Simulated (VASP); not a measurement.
# GaP (I-4m2) in VASP: further runs, part 2 of 2

VASP 6.6.1.

## Step 3: Single point, PBE

File INCAR:

```
SYSTEM = GaP
PREC = Accurate
ENCUT = 520
EDIFF = 1E-7
ISMEAR = 0
SIGMA = 0.02
LREAL = .False.
LASPH = .True.
NELM = 80
ALGO = Normal
ISIF = 2
LWAVE = .False.
LCHARG = .False.
GGA = PE
NBANDS = 26
```

File KPOINTS:

```
Automatic mesh
0
Gamma
  8 8 6
  0 0 0
```

File POSCAR:

```
GaP
1.0
    2.6699817363      2.6699817363      0.0000000000
   -2.6699817363      2.6699817363      0.0000000000
    0.0000000000      0.0000000000      5.6429716169
Ga P
2 2
Direct
    0.0000000000      0.0000000000      0.0000000000
    0.5000000000      0.5000000000      0.5000000000
    0.5000000000      0.0000000000      0.7500000000
    0.0000000000      0.5000000000      0.2500000000
```

Potentials or basis: VASP PAW PBE potentials, release 64 (Ga_d, P).

The run is started by

```sh
> cat potpaw_PBE.64/Ga_d/POTCAR potpaw_PBE.64/P/POTCAR > POTCAR
> mpirun -np 1 vasp_std > vasp.out
```

Wall time 46 s (1 thread of AMD EPYC 9R45 (Zen 5), shared host); peak memory 0.21 GiB.

Results (log left out):

```
Free energy            : -18.1863 eV
Pressure               : 3.0 GPa
Band gap on the k mesh : 1.36 eV
```

Stress tensor (GPa, compression positive):
```
 4.48  0.00  0.00
 0.00  4.48  0.00
 0.00  0.00 -0.02
```

Levels at points of the mesh, in eV from the valence-band top:
```csv
k point,band 14,band 15,band 16,band 17,band 18,band 19,band 20,band 21,band 22,band 23
"(0.00, 0.00, 0.00)",-2.55,-2.55,-0.34,0.00,0.00,1.74,1.80,2.06,3.76,3.76
"(0.50, 0.00, 0.00)",-5.62,-3.72,-3.72,-1.06,-1.06,3.38,3.38,5.37,5.37,5.79
"(0.50, 0.50, 0.00)",-6.76,-2.95,-2.95,-2.91,-2.91,1.41,1.41,1.53,1.53,10.30
"(0.00, 0.00, 0.50)",-4.03,-1.60,-1.60,-1.60,-1.60,2.37,2.37,3.64,3.64,6.64
"(0.50, 0.00, 0.50)",-6.77,-1.47,-1.47,-1.00,-1.00,1.51,1.51,4.48,4.48,4.83
"(0.50, 0.50, 0.50)",-6.59,-3.71,-3.71,-3.54,-3.54,4.28,4.28,4.37,4.37,5.48
```

## Step 4: Single point, PBE (biaxial strain in the a-b plane: -1.5 %)

File INCAR:

```
SYSTEM = GaP
PREC     = Accurate       ! precision mode
ENCUT    = 520            ! plane-wave cutoff, eV
EDIFF    = 1E-6           ! SCF threshold, eV
ISMEAR   = 0              ! smearing method
SIGMA    = 0.02           ! smearing width, eV
LREAL    = .FALSE.        ! projectors in reciprocal space
LASPH    = .TRUE.         ! aspherical terms in the spheres
NELM     = 100            ! most SCF steps
ALGO     = Normal         ! electronic algorithm
ISIF     = 2              ! what is computed and relaxed
LWAVE    = .FALSE.        ! write WAVECAR
LCHARG   = .FALSE.        ! write CHGCAR
GGA      = PE             ! functional
NBANDS   = 26             ! bands
```

File KPOINTS:

```
Automatic mesh
0
G
  8 8 6
  0 0 0
```

File POSCAR:

```
GaP
1.0
    2.7112701137      2.7112701137      0.0000000000
   -2.7112701137      2.7112701137      0.0000000000
    0.0000000000      0.0000000000      5.5546630350
Ga P
2 2
Direct
    0.0000000000      0.0000000000      0.0000000000
    0.5000000000      0.5000000000      0.5000000000
    0.5000000000      0.0000000000      0.7500000000
    0.0000000000      0.5000000000      0.2500000000
```

The run is started by

```sh
> cat potpaw_PBE.64/Ga_d/POTCAR potpaw_PBE.64/P/POTCAR > POTCAR
> mpirun -np 1 vasp_std > vasp.out
```

Wall time 41 s (1 thread of AMD EPYC 9R45 (Zen 5), shared host); peak memory 0.22 GiB.

The run converged. Its results:

```yaml
Free_energy: -18.2372 eV
Pressure: 1.6 GPa
Band_gap_on_the_k_mesh: 1.54 eV
```

Stress tensor (GPa, compression positive):
```
2.22 0.00 0.00
0.00 2.22 0.00
0.00 0.00 0.35
```

Levels at points of the mesh, in eV from the valence-band top:
```
           k point  band 16  band 17  band 18  band 19  band 20  band 21
(0.00, 0.00, 0.00)    -0.14     0.00     0.00     1.70     1.74     1.94
(0.50, 0.00, 0.00)    -3.48    -1.12    -1.12     3.24     3.24     5.54
(0.50, 0.50, 0.00)    -2.76    -2.74    -2.74     1.57     1.57     1.71
(0.00, 0.00, 0.50)    -1.62    -1.62    -1.62     2.28     2.28     3.66
(0.50, 0.00, 0.50)    -1.25    -1.05    -1.05     1.59     1.59     4.60
(0.50, 0.50, 0.50)    -3.58    -3.42    -3.42     4.52     4.52     4.61
```

Caveat: the cell differs from its parent crystal (biaxial strain in the a-b plane: -1.5 %).

## Step 5: Single point, PBE (biaxial strain in the a-b plane: -1.5 %, then relaxed in part)

File INCAR:

```
  ALGO = Normal
  EDIFF = 1E-6
  ENCUT = 520
  GGA = PE
  ISIF = 2
  ISMEAR = 0
  LASPH = True
  LCHARG = False
  LREAL = False
  LWAVE = False
  NBANDS = 26
  NELM = 80
  PREC = Accurate
  SIGMA = 0.02
```

File KPOINTS:

```
k-points
0
Gamma
  8 8 6
```

POSCAR, as its differences from that of step 4:

```diff
@@ -4,3 +4,3 @@
    -2.7112701137      2.7112701137      0.0000000000
-    0.0000000000      0.0000000000      5.5546630350
+    0.0000000000      0.0000000000      5.5749280119
 Ga P
```

The run is started by

```sh
> cat potpaw_PBE.64/Ga_d/POTCAR potpaw_PBE.64/P/POTCAR > POTCAR
> mpirun -np 1 vasp_std > vasp.out
```

Wall time 45 s (1 thread of AMD EPYC 9R45 (Zen 5), shared host); peak memory 0.22 GiB.

It converged, with:

```yaml
Free_energy: -18.2377 eV
Pressure: 1.4 GPa
Band_gap_on_the_k_mesh: 1.53 eV
```

Stress tensor (GPa, compression positive):
```
 2.09  0.00  0.00
 0.00  2.09  0.00
 0.00  0.00 -0.07
```

Levels at points of the mesh, in eV from the valence-band top:
| k point | band 15 | band 16 | band 17 | band 18 | band 19 | band 20 | band 21 | band 22 |
| --- | --- | --- | --- | --- | --- | --- | --- | --- |
| (0.00, 0.00, 0.00) | -2.56 | -0.16 | 0.00 | 0.00 | 1.67 | 1.76 | 1.96 | 3.82 |
| (0.50, 0.00, 0.00) | -3.48 | -3.48 | -1.11 | -1.11 | 3.24 | 3.24 | 5.51 | 5.51 |
| (0.50, 0.50, 0.00) | -2.76 | -2.76 | -2.74 | -2.74 | 1.57 | 1.57 | 1.69 | 1.69 |
| (0.00, 0.00, 0.50) | -1.61 | -1.61 | -1.61 | -1.61 | 2.29 | 2.29 | 3.64 | 3.64 |
| (0.50, 0.00, 0.50) | -1.27 | -1.27 | -1.04 | -1.04 | 1.57 | 1.57 | 4.59 | 4.59 |
| (0.50, 0.50, 0.50) | -3.57 | -3.57 | -3.41 | -3.41 | 4.49 | 4.49 | 4.56 | 4.56 |

Caveat: the cell differs from its parent crystal (biaxial strain in the a-b plane: -1.5 %, then relaxed in part).

## Step 6: The runs side by side

```tsv
cell	gap on the mesh (eV)	pressure (GPa)
a = 3.776, b = 3.776, c = 5.643 Å, 4 atoms	1.36	3.0
a = 3.834, b = 3.834, c = 5.555 Å, 4 atoms	1.54	1.6
a = 3.834, b = 3.834, c = 5.575 Å, 4 atoms	1.53	1.4
```

Alike in all rows: task single point; level PBE; potentials or basis VASP PAW PBE potentials, release 64 (Ga_d, P); no spin polarisation; k mesh 8 × 8 × 6; cutoff (eV) 520; smearing gaussian 0.02 eV.

Absolute energies hang on the potentials; compare differences alone.
